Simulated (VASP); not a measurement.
# Cu (I4/mmm) in VASP: further runs, part 2 of 2

VASP 6.6.1.

### Step 5. Single point, PBEsol

This run uses another cell than the first one, of 10.32 Å³/atom, 0.919 times its volume.

Contents of INCAR:

```
ALGO = Normal
EDIFF = 1E-7
ENCUT = 520
GGA = PS
ISIF = 2
ISMEAR = -1
LASPH = True
LCHARG = True
LELF = True
LREAL = False
LVHAR = True
LWAVE = False
NBANDS = 12
NELM = 100
PREC = Accurate
SIGMA = 0.05
```

Contents of KPOINTS:

```
k-points
0
Gamma
  13 13 13
```

Contents of POSCAR:

```
Cu
1.0
   -1.3739554451      1.3739554451      1.3668600446
    1.3739554451     -1.3739554451      1.3668600446
    1.3739554451      1.3739554451     -1.3668600446
Cu
1
Direct
    0.0000000000      0.0000000000      0.0000000000
```

Started as:

```bash
cat potpaw_PBE.64/Cu/POTCAR > POTCAR
mpirun -np 1 vasp_std > vasp.out
```

Run time: 11 s. Hardware: 1 thread of Intel Xeon Platinum 8488C (Sapphire Rapids), shared host; peak memory 0.13 GiB.

Results (log left out):

```
Free energy : -4.2116 eV
Pressure    : 20.7 GPa
```

Levels at points of the mesh, in eV from the Fermi level:
| k point | band 3 | band 4 | band 5 | band 6 | band 7 | band 8 | band 9 | band 10 |
| --- | --- | --- | --- | --- | --- | --- | --- | --- |
| (0.00, 0.00, 0.00) | -3.50 | -3.50 | -2.28 | -2.25 | 26.36 | 26.36 | 26.49 | 31.09 |

Caveat: the PAW data sets were made with another functional, which shifts forces and pressure a little.

### Step 6. Single point, PBEsol

This run uses another cell than the first one, of 10.77 Å³/atom, 0.959 times its volume.

Contents of INCAR:

```
SYSTEM = Cu
PREC     = Accurate       ! precision mode
ENCUT    = 520            ! plane-wave cutoff, eV
EDIFF    = 1E-6           ! SCF threshold, eV
ISMEAR   = -1             ! smearing method
SIGMA    = 0.05           ! smearing width, eV
LREAL    = .False.        ! projectors in reciprocal space
LASPH    = .True.         ! aspherical terms in the spheres
NELM     = 60             ! most SCF steps
ALGO     = Normal         ! electronic algorithm
ISIF     = 2              ! what is computed and relaxed
LWAVE    = .False.        ! write WAVECAR
LCHARG   = .False.        ! write CHGCAR
GGA      = PS             ! functional
NBANDS   = 12             ! bands
```

Contents of KPOINTS:

```
regular mesh
0
Gamma
  13 13 13
  0 0 0
```

Contents of POSCAR:

```
Cu
1.0
   -1.4063534395      1.4063534395      1.3615493821
    1.4063534395     -1.4063534395      1.3615493821
    1.4063534395      1.4063534395     -1.3615493821
Cu
1
Direct
    0.0000000000      0.0000000000      0.0000000000
```

Potentials or basis: VASP PAW PBE potentials, release 64 (Cu).

Started as:

```bash
cat potpaw_PBE.64/Cu/POTCAR > POTCAR
mpirun -np 1 vasp_std > vasp.out
```

OUTCAR:

```text
SYSTEM = Cu
   PREC = Accurate
   ENCUT = 520
   EDIFF = 1E-6
   ISMEAR = -1
   LREAL = .False.
   LASPH = .True.
   NELM = 60
   ISIF = 2
   GGA = PS

 ion  position               nearest neighbor table
   1  0.000  0.000  0.000-

  LATTYP: Found a body centered tetragonal cell.
 ALAT       =     2.8127068790
 C/A-ratio  =     0.9681416804

  Lattice vectors:

 A1 = (  -1.4063534395,   1.4063534395,   1.3615493821)
 A2 = (   1.4063534395,  -1.4063534395,   1.3615493821)
[... 540 lines left out ...]

 [... further k-points ...]

------------------------ aborting loop because EDIFF is reached ----------------------------------------

  FORCE on cell =-STRESS in cart. coord.  units (eV):
  Direction    XX          YY          ZZ          XY          YZ          ZX
  --------------------------------------------------------------------------------------
  -------------------------------------------------------------------------------------
  Total        0.7221571      0.7221571      0.7209168      0.0000000     -0.0000000     -0.0000000
  in kB      107.4137648    107.4137648    107.2292705      0.0000000     -0.0000000     -0.0000000
  external PRESSURE =     107.3522667 kB  Pullay stress =       0.0000000 kB

 VOLUME and BASIS-vectors are now :
 -----------------------------------------------------------------------------
  energy-cutoff  :      520.00
  volume of cell :       10.77
      direct lattice vectors                 reciprocal lattice vectors
    -1.406353439  1.406353439  1.361549382     0.000000000  0.355529404  0.367228693
     1.406353439 -1.406353439  1.361549382     0.355529404  0.000000000  0.367228693
     1.406353439  1.406353439 -1.361549382     0.355529404  0.355529404  0.000000000

 POSITION                                       TOTAL-FORCE (eV/Angst)
 -----------------------------------------------------------------------------------
      0.00000      0.00000      0.00000        -0.000000      0.000000      0.000000
 -----------------------------------------------------------------------------------
    total drift:                                0.000000      0.000000      0.000000

  FREE ENERGIE OF THE ION-ELECTRON SYSTEM (eV)
  ---------------------------------------------------
  free  energy   TOTEN  =        -4.2556185854 eV

  energy  without entropy=       -4.2530812061  energy(sigma->0) =       -4.25434990
```

OSZICAR:

```text
N       E                     dE             d eps       ncg     rms          rms(c)
DAV:   1     0.423178071901E+02    0.42318E+02   -0.53363E+03  5248   0.155E+03
DAV:   2    -0.397157013792E+01   -0.46289E+02   -0.42677E+02  4872   0.208E+02
DAV:   3    -0.534289495584E+01   -0.13713E+01   -0.13591E+01  5484   0.403E+01
DAV:   4    -0.535125795088E+01   -0.83630E-02   -0.83618E-02  5292   0.280E+00
DAV:   5    -0.535133135952E+01   -0.73409E-04   -0.73408E-04  5452   0.266E-01    0.831E+00
DAV:   6    -0.461190738423E+01    0.73942E+00   -0.14936E+01  5476   0.758E+01    0.364E+00
DAV:   7    -0.427347507658E+01    0.33843E+00   -0.21436E+00  5536   0.284E+01    0.704E-01
DAV:   8    -0.425642082004E+01    0.17054E-01   -0.85512E-03  6304   0.906E-01    0.202E-01
DAV:   9    -0.425560730912E+01    0.81351E-03   -0.37455E-03  6092   0.103E+00    0.189E-02
DAV:  10    -0.425561815866E+01   -0.10850E-04   -0.28196E-05  6064   0.791E-02    0.517E-03
DAV:  11    -0.425561858536E+01   -0.42670E-06   -0.39387E-07  3612   0.119E-02
   1 F= -.42556186E+01 E0= -.42543499E+01  d E =-.253738E-02
```

stdout:

```text
POSCAR found type information on POSCAR Cu
 POSCAR found :  1 types and       1 ions
 scaLAPACK will be used
 -----------------------------------------------------------------------------
|                                                                             |
|                                                                             |
|     You enforced a specific xc type in the INCAR file but a different       |
|     I HOPE YOU KNOW WHAT YOU ARE DOING!                                     |
|                                                                             |
 -----------------------------------------------------------------------------

 LDA part: xc-table for (Slater+PW92), standard interpolation
 POSCAR, INCAR and KPOINTS ok, starting setup
 FFT: planning ... GRIDC
 FFT: planning ... GRID_SOFT
 FFT: planning ... GRID
 WAVECAR not read
 entering main loop
```

Run time: 11 s. Hardware: 1 thread of Intel Xeon Platinum 8488C (Sapphire Rapids), shared host; peak memory 0.14 GiB.

Results:

| Property | Result |
| --- | --- |
| Free energy | -4.2556 eV |
| Pressure | 10.7 GPa |

Levels at points of the mesh, in eV from the Fermi level:
```csv
k point,band 4,band 5,band 6,band 7,band 8,band 9
"(0.00, 0.00, 0.00)",-3.31,-2.27,-2.12,25.68,25.68,26.52
```

Caveat: the PAW data sets were made with another functional, which shifts forces and pressure a little.

### Step 7. Overview

```tsv
level	potentials or basis	cell	gap on the mesh (eV)	pressure (GPa)
LDA	VASP PAW LDA potentials, release 64 (Cu)	a = 2.445 Å, angles 108.2, 108.2, 112.0°, 1 atom	none	-3.8
LDA	VASP PAW LDA potentials, release 64 (Cu)	a = 2.493 Å, angles 108.2, 108.2, 112.0°, 1 atom	none	-12.1
PBEsol	VASP PAW PBE potentials, release 64 (Cu)	a = 2.348 Å, angles 109.4, 109.4, 109.5°, 1 atom	none	30.7
PBEsol	VASP PAW PBE potentials, release 64 (Cu)	a = 2.376 Å, angles 109.3, 109.3, 109.8°, 1 atom	none	20.7
PBEsol	VASP PAW PBE potentials, release 64 (Cu)	a = 2.410 Å, angles 108.6, 108.6, 111.2°, 1 atom	none	10.7
```

Alike in all rows: task single point; no spin polarisation; k mesh 13 × 13 × 13; cutoff (eV) 520; smearing fermi-dirac 0.05 eV.

Caveats: the PAW data sets were made with another functional, which shifts forces and pressure a little (some runs).

Total energies depend on the potentials used, so only differences within one code and one set of settings carry meaning.
